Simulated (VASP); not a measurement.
# Cu (Fm-3m) in VASP: further runs

Runs on Cu. Level: PBEsol. Tasks: single point.

Everything below comes from runs of VASP 6.6.1. Logs are shortened: lines on timing, memory, paths and dates and some standing lists are left out, and cuts for length are marked.

### 1 The cell of the first run

Symmetry: Fm-3m, No. 225, cubic system. The conventional cell has a = 3.507 Å, b = 3.507 Å, c = 3.507 Å, α = 90.00°, β = 90.00°, γ = 90.00°. Within 3.3 Å of Cu (site symmetry m-3m) lie 12 Cu at 2.48 Å.

### 2 Single point, PBEsol (strain -0.030 along x and y, -0.030 along z)

File INCAR:

```
  ALGO = Fast
  EDIFF = 1E-7
  ENCUT = 520
  GGA = PS
  ISIF = 2
  ISMEAR = 0
  LASPH = T
  LCHARG = F
  LREAL = F
  LWAVE = F
  NBANDS = 12
  NELM = 80
  PREC = Accurate
  SIGMA = 0.15
```

File KPOINTS:

```
k-points
0
Gamma
  22 22 22
```

File POSCAR:

```
Cu
1.0
    0.0000000000      1.7532750000      1.7532750000
    1.7532750000      0.0000000000      1.7532750000
    1.7532750000      1.7532750000      0.0000000000
Cu
1
Direct
    0.0000000000      0.0000000000      0.0000000000
```

Potentials or basis: VASP PAW PBE potentials, release 64 (Cu).

Launch:

```bash
$ cat potpaw_PBE.64/Cu/POTCAR > POTCAR
$ mpirun -np 1 vasp_std > vasp.out
```

OUTCAR:

```text
EDIFF = 1E-7
   ENCUT = 520
   GGA = PS
   ISIF = 2
   ISMEAR = 0
   LASPH = T
   LREAL = F
   NELM = 80
   PREC = Accurate

 ion  position               nearest neighbor table
   1  0.000  0.000  0.000-

  LATTYP: Found a face centered cubic cell.
 ALAT       =     3.5065500000

  Lattice vectors:

 A1 = (   0.0000000000,   1.7532750000,   1.7532750000)
 A2 = (   1.7532750000,   0.0000000000,   1.7532750000)
 A3 = (   1.7532750000,   1.7532750000,   0.0000000000)

Analysis of symmetry for initial positions (statically):
=====================================================================
 Subroutine PRICEL returns:
 Original cell was already a primitive cell.

 Routine SETGRP: Setting up the symmetry group for a
 face centered cubic supercell.

 Subroutine GETGRP returns: Found 48 space group operations
 (whereof 48 operations were pure point group operations)
 out of a pool of 48 trial point group operations.

The static configuration has the point symmetry O_h .

Analysis of symmetry for dynamics (positions and initial velocities):
=====================================================================
 Subroutine PRICEL returns:
 Original cell was already a primitive cell.

 Routine SETGRP: Setting up the symmetry group for a
 face centered cubic supercell.

 Subroutine GETGRP returns: Found 48 space group operations
 (whereof 48 operations were pure point group operations)
 out of a pool of 48 trial point group operations.

The dynamic configuration has the point symmetry O_h .

 Subroutine INISYM returns: Found 48 space group operations
 (whereof 48 operations are pure point group operations),
 and found     1 'primitive' translations

----------------------------------------------------------------------------------------

                                     Primitive cell

  volume of cell :      10.7790

  direct lattice vectors                    reciprocal lattice vectors
     0.000000000  1.753275000  1.753275000    -0.285180591  0.285180591  0.285180591
     1.753275000  0.000000000  1.753275000     0.285180591 -0.285180591  0.285180591
     1.753275000  1.753275000  0.000000000     0.285180591  0.285180591 -0.285180591

  length of vectors
     2.479505284  2.479505284  2.479505284     0.493947272  0.493947272  0.493947272

  position of ions in fractional coordinates (direct lattice)
     0.000000000  0.000000000  0.000000000

  ion indices of the primitive-cell ions
   primitive index   ion index
                 1           1

----------------------------------------------------------------------------------------

 KPOINTS: k-points

Automatic generation of k-mesh.
 Grid dimensions read from file:
 generate k-points for:   22   22   22

 Generating k-lattice:

  Cartesian coordinates                     Fractional coordinates (reciprocal lattice)
    -0.012962754  0.012962754  0.012962754     0.045454545  0.000000000  0.000000000
     0.012962754 -0.012962754  0.012962754     0.000000000  0.045454545  0.000000000
     0.012962754  0.012962754 -0.012962754     0.000000000  0.000000000  0.045454545

  Length of vectors
     0.022452149  0.022452149  0.022452149

  Shift w.r.t. Gamma in fractional coordinates (k-lattice)
     0.000000000  0.000000000  0.000000000

 Subroutine IBZKPT returns following result:
 ===========================================

 Found    328 irreducible k-points:

 Following reciprocal coordinates:
            Coordinates               Weight
  0.000000  0.000000  0.000000      1.000000
  0.045455  0.000000  0.000000      8.000000
  0.090909  0.000000  0.000000      8.000000
  0.136364  0.000000  0.000000      8.000000
  0.181818  0.000000  0.000000      8.000000
  0.227273  0.000000  0.000000      8.000000
[... 16 lines left out ...]
  0.500000  0.045455  0.000000     24.000000
 -0.454545  0.045455  0.000000     24.000000
 [... further k-points ...]
   k-points           NKPTS =    328   k-points in BZ     NKDIM =    328   number of bands    NBANDS=     12
   number of dos      NEDOS =    301   number of ions     NIONS =      1
   total plane-waves  NPLWV =   5832
   dimension x,y,z NGX =    18 NGY =   18 NGZ =   18
   dimension x,y,z NGXF=    36 NGYF=   36 NGZF=   36
   ions per type =               1
   NGX,Y,Z   is equivalent  to a cutoff of  12.07, 12.07, 12.07 a.u.
   NGXF,Y,Z  is equivalent  to a cutoff of  24.14, 24.14, 24.14 a.u.
 SYSTEM =  unknown system
   PREC   = accura    normal or accurate (medium, high low for compatibility)
   ISTART =      0    job   : 0-new  1-cont  2-samecut
   ICHARG =      2    charge: 1-file 2-atom 10-const
   ISPIN  =      1    spin polarized calculation?
   LNONCOLLINEAR =      F non collinear calculations
   LSORBIT =      F    spin-orbit coupling
   LASPH  =      T    aspherical Exc in radial PAW
   ENCUT  =  520.0 eV  38.22 Ry    6.18 a.u.   4.61  4.61  4.61*2*pi/ulx,y,z
   NELM   =     80;   NELMIN=  2; NELMDL= -5     # of ELM steps
   EDIFF  = 0.1E-06   stopping-criterion for ELM
   LREAL  =      F    real-space projection
   EDIFFG = 0.1E-05   stopping-criterion for IOM
   NSW    =      0    number of steps for IOM
   IBRION =     -1    ionic relax: 0-MD 1-quasi-New 2-CG
   NFREE  =      0    steps in history (QN), initial steepest desc. (CG)
   ISIF   =      2    stress and relaxation
   ISYM   =      2    0-nonsym 1-usesym 2-fastsym
   POTIM  = 0.5000    time-step for ionic-motion
   TEBEG  =    0.0;   TEEND  =   0.0 temperature during run
   PSTRESS=    0.0 pullay stress
   NELECT =      11.0000    total number of electrons
   NUPDOWN=      -1.0000    fix difference up-down
   EMIN   =  10.00;   EMAX   =-10.00  energy-range for DOS
   EFERMI =   0.00;   METHOD = LEGACY
   ISMEAR =     0;   SIGMA  =   0.15  broadening in eV -4-tet -1-fermi 0-gaus
   EFERMI_NEDOS =   21; number of points for ismear=-14 and -15
   IALGO  =     68    algorithm
   IMIX   =      4    mixing-type and parameters
     AMIX     =   0.40;   BMIX     =  1.00
     AMIX_MAG =   1.60;   BMIX_MAG =  1.00
  volume/ion in A,a.u.               =      10.78        72.74
  Fermi-wavevector in a.u.,A,eV,Ry     =   1.648209  3.114664 36.961503  2.716594
  Thomas-Fermi vector in A             =   2.737537
   LORBIT       =      0    0 simple, 1 ext, 2 COOP (PROOUT), +10 PAW based schemes
   GGA     = PS    functional components
   LHFCALC =     F    Hartree Fock is set to
   AEXX    =    0.0000 exact exchange contribution
   IVDW    =     0    specifies the selected vdW correction
   LEPSILON=     F    determine dielectric tensor
   LRPA    =     F    only Hartree local field effects (RPA)
 non-spin polarized calculation
 RMM-DIIS sequential band-by-band and
 Gauss-broadening in eV      SIGMA  =   0.15
  energy-cutoff  :      520.00
  volume of cell :       10.78
 maximum number of plane-waves:       303
   NGX =  9   NGY =  9   NGZ =  9

 number of electron      10.9999993 magnetization

 Free energy of the ion-electron system (eV)
  ---------------------------------------------------
  ext. energy  EPLUGINS =         0.00000000
  ---------------------------------------------------
  free energy    TOTEN  =        -4.29352564 eV

  energy without entropy =       -4.29081639  energy(sigma->0) =       -4.29217102

 E-fermi :   8.5941     XC(G=0): -13.4502

 val. band max:        8.5577236261   @ k =   0.4545   0.2727   0.0000
 cond. band min:       8.6080938181   @ k =   0.5000   0.3182   0.1364
 fundamental gap:      0.0503701920
 Fermi energy:         8.5940637800

 k-point     1 :       0.0000    0.0000    0.0000
  band No.  band energies     occupation
      1      -1.5249      2.00000
      2       5.2631      2.00000
      3       5.2631      2.00000
      4       5.2631      2.00000
      5       6.2215      2.00000
      6       6.2215      2.00000
      7      31.8944      0.00000
      8      35.2317      0.00000
      9      35.2317      0.00000
     10      35.2317      0.00000
     11      37.8188      0.00000
     12      37.8188      0.00000

 k-point     2 :       0.0455    0.0000    0.0000
  band No.  band energies     occupation
      1      -1.4443      2.00000
      2       5.2440      2.00000
      3       5.2798      2.00000
      4       5.2798      2.00000
      5       6.2146      2.00000
      6       6.2146      2.00000
      7      31.5687      0.00000
      8      34.0119      0.00000
      9      34.9702      0.00000
     10      34.9702      0.00000
     11      38.1862      0.00000
     12      38.1862      0.00000

 k-point     3 :       0.0909    0.0000    0.0000
  band No.  band energies     occupation
      1      -1.2046      2.00000
      2       5.1902      2.00000
      3       5.3253      2.00000
      4       5.3253      2.00000
      5       6.1979      2.00000
      6       6.1979      2.00000
      7      30.0750      0.00000
      8      33.0107      0.00000
      9      34.4364      0.00000
     10      34.4364      0.00000
     11      39.0088      0.00000
     12      39.0163      0.00000
[... 286 lines left out ...]
 k-point    23 :       0.5000    0.0455    0.0000
  band No.  band energies     occupation
      1       2.9907      2.00000
      2       5.1939      2.00000
      3       5.2541      2.00000
      4       6.4571      2.00000
      5       6.8760      2.00000
      6       7.7054      2.00000
      7      12.8898      0.00000
      8      29.8242      0.00000
      9      31.3359      0.00000
     10      31.4507      0.00000
     11      35.7652      0.00000
     12      35.9100      0.00000

 k-point    24 :      -0.4545    0.0455    0.0000
  band No.  band energies     occupation
      1       2.9767      2.00000
      2       5.2014      2.00000
      3       5.2546      2.00000
      4       6.4339      2.00000
      5       6.8404      2.00000
      6       7.6172      2.00000
      7      13.0829      0.00000
      8      29.6814      0.00000
      9      31.3158      0.00000
     10      31.7985      0.00000
     11      35.4116      0.00000
     12      36.1745      0.00000

 [... further k-points ...]

------------------------ aborting loop because EDIFF is reached ----------------------------------------

  FORCE on cell =-STRESS in cart. coord.  units (eV):
  Direction    XX          YY          ZZ          XY          YZ          ZX
  --------------------------------------------------------------------------------------
  -------------------------------------------------------------------------------------
  Total        0.6705905      0.6705905      0.6705905     -0.0000000     -0.0000000      0.0000000
  in kB       99.6753653     99.6753653     99.6753653     -0.0000000     -0.0000000      0.0000000
  external PRESSURE =      99.6753653 kB  Pullay stress =       0.0000000 kB

 VOLUME and BASIS-vectors are now :
 -----------------------------------------------------------------------------
  energy-cutoff  :      520.00
  volume of cell :       10.78
      direct lattice vectors                 reciprocal lattice vectors
     0.000000000  1.753275000  1.753275000    -0.285180591  0.285180591  0.285180591
     1.753275000  0.000000000  1.753275000     0.285180591 -0.285180591  0.285180591
     1.753275000  1.753275000  0.000000000     0.285180591  0.285180591 -0.285180591

 POSITION                                       TOTAL-FORCE (eV/Angst)
 -----------------------------------------------------------------------------------
      0.00000      0.00000      0.00000         0.000000      0.000000     -0.000000
 -----------------------------------------------------------------------------------
    total drift:                                0.000000     -0.000000     -0.000000

  FREE ENERGIE OF THE ION-ELECTRON SYSTEM (eV)
  ---------------------------------------------------
  free  energy   TOTEN  =        -4.2935256442 eV

  energy  without entropy=       -4.2908163899  energy(sigma->0) =       -4.29217102
```

It took 37 s on 1 thread of Intel Xeon 6975P-C, shared host; peak memory 0.15 GiB.

What came out:

| Property | Result |
| --- | --- |
| Free energy | -4.2935 eV |
| Pressure | 10.0 GPa |

Caveat: the cell differs from its parent crystal (strain -0.030 along x and y, -0.030 along z); the PAW data sets were made with another functional, which shifts forces and pressure a little.

### 3 Single point, PBEsol (strain -0.015 along x and y, -0.015 along z)

File INCAR:

```
SYSTEM = Cu
  PREC = Accurate
  ENCUT = 520
  EDIFF = 1E-7
  ISMEAR = 0
  SIGMA = 0.15
  LREAL = .False.
  LASPH = .True.
  NELM = 100
  ALGO = Normal
  ISIF = 2
  LWAVE = .False.
  LCHARG = .False.
  GGA = PS
  NBANDS = 12
```

File KPOINTS:

```
regular mesh
0
Gamma
  22 22 22
  0 0 0
```

File POSCAR:

```
Cu
1.0
    0.0000000000      1.7803875000      1.7803875000
    1.7803875000      0.0000000000      1.7803875000
    1.7803875000      1.7803875000      0.0000000000
Cu
1
Direct
    0.0000000000      0.0000000000      0.0000000000
```

Potentials or basis: VASP PAW PBE potentials, release 64 (Cu).

Launch:

```bash
$ cat potpaw_PBE.64/Cu/POTCAR > POTCAR
$ mpirun -np 1 vasp_std > vasp.out
```

OUTCAR:

```text
SYSTEM = Cu
   PREC = Accurate
   ENCUT = 520
   EDIFF = 1E-7
   ISMEAR = 0
   LREAL = .False.
   LASPH = .True.
   NELM = 100
   ISIF = 2
   GGA = PS

 ion  position               nearest neighbor table
   1  0.000  0.000  0.000-

  LATTYP: Found a face centered cubic cell.
 ALAT       =     3.5607750000

  Lattice vectors:

 A1 = (   0.0000000000,   1.7803875000,   1.7803875000)
 A2 = (   1.7803875000,   0.0000000000,   1.7803875000)
 A3 = (   1.7803875000,   1.7803875000,   0.0000000000)

[... 537 lines left out ...]
     12      34.8466      0.00000

 [... further k-points ...]

------------------------ aborting loop because EDIFF is reached ----------------------------------------

  FORCE on cell =-STRESS in cart. coord.  units (eV):
  Direction    XX          YY          ZZ          XY          YZ          ZX
  --------------------------------------------------------------------------------------
  -------------------------------------------------------------------------------------
  Total        0.0788080      0.0788080      0.0788080     -0.0000000      0.0000000     -0.0000000
  in kB       11.1868355     11.1868355     11.1868355     -0.0000000      0.0000000     -0.0000000
  external PRESSURE =      11.1868355 kB  Pullay stress =       0.0000000 kB

 VOLUME and BASIS-vectors are now :
 -----------------------------------------------------------------------------
  energy-cutoff  :      520.00
  volume of cell :       11.29
      direct lattice vectors                 reciprocal lattice vectors
     0.000000000  1.780387500  1.780387500    -0.280837739  0.280837739  0.280837739
     1.780387500  0.000000000  1.780387500     0.280837739 -0.280837739  0.280837739
     1.780387500  1.780387500  0.000000000     0.280837739  0.280837739 -0.280837739

 POSITION                                       TOTAL-FORCE (eV/Angst)
 -----------------------------------------------------------------------------------
      0.00000      0.00000      0.00000         0.000000      0.000000      0.000000
 -----------------------------------------------------------------------------------
    total drift:                                0.000000      0.000000      0.000000

  FREE ENERGIE OF THE ION-ELECTRON SYSTEM (eV)
  ---------------------------------------------------
  free  energy   TOTEN  =        -4.3107993961 eV

  energy  without entropy=       -4.3080836871  energy(sigma->0) =       -4.30944154
```

OSZICAR:

```text
N       E                     dE             d eps       ncg     rms          rms(c)
DAV:   1     0.416491195702E+02    0.41649E+02   -0.53689E+03  8748   0.154E+03
DAV:   2    -0.404934223836E+01   -0.45698E+02   -0.41917E+02  8144   0.205E+02
DAV:   3    -0.540287146822E+01   -0.13535E+01   -0.13452E+01  9216   0.405E+01
DAV:   4    -0.541111810178E+01   -0.82466E-02   -0.82455E-02  8956   0.279E+00
DAV:   5    -0.541119076158E+01   -0.72660E-04   -0.72659E-04  9348   0.266E-01    0.844E+00
DAV:   6    -0.473878983187E+01    0.67240E+00   -0.16916E+01  9404   0.788E+01    0.412E+00
DAV:   7    -0.432581838907E+01    0.41297E+00   -0.25475E+00  9400   0.304E+01    0.596E-01
DAV:   8    -0.431257148402E+01    0.13247E-01   -0.52565E-03  9132   0.111E+00    0.313E-01
DAV:   9    -0.431079053006E+01    0.17810E-02   -0.95527E-03  9740   0.167E+00    0.215E-02
DAV:  10    -0.431079837920E+01   -0.78491E-05   -0.28881E-05 10976   0.852E-02    0.626E-03
DAV:  11    -0.431079938073E+01   -0.10015E-05   -0.57537E-07  9816   0.140E-02    0.297E-04
DAV:  12    -0.431079939606E+01   -0.15323E-07   -0.82258E-09  5328   0.134E-03
   1 F= -.43107994E+01 E0= -.43094415E+01  d E =-.271571E-02
```

Run time: 40 s. Hardware: 1 thread of Intel Xeon 6975P-C, shared host; peak memory 0.16 GiB.

What came out:

| Property | Result |
| --- | --- |
| Free energy | -4.3108 eV |
| Pressure | 1.1 GPa |

Levels at points of the mesh, in eV from the Fermi level:
```csv
k point,band 3,band 4,band 5,band 6,band 7,band 8,band 9,band 10
"(0.00, 0.00, 0.00)",-3.16,-3.16,-2.27,-2.27,22.95,25.92,25.92,25.92
"(0.50, 0.00, 0.00)",-3.20,-1.66,-1.66,-1.17,3.98,21.42,22.73,22.73
"(0.50, 0.50, 0.00)",-1.68,-1.51,-1.51,1.43,7.42,13.39,13.39,18.03
```

Caveat: the cell differs from its parent crystal (strain -0.015 along x and y, -0.015 along z); the PAW data sets were made with another functional, which shifts forces and pressure a little.
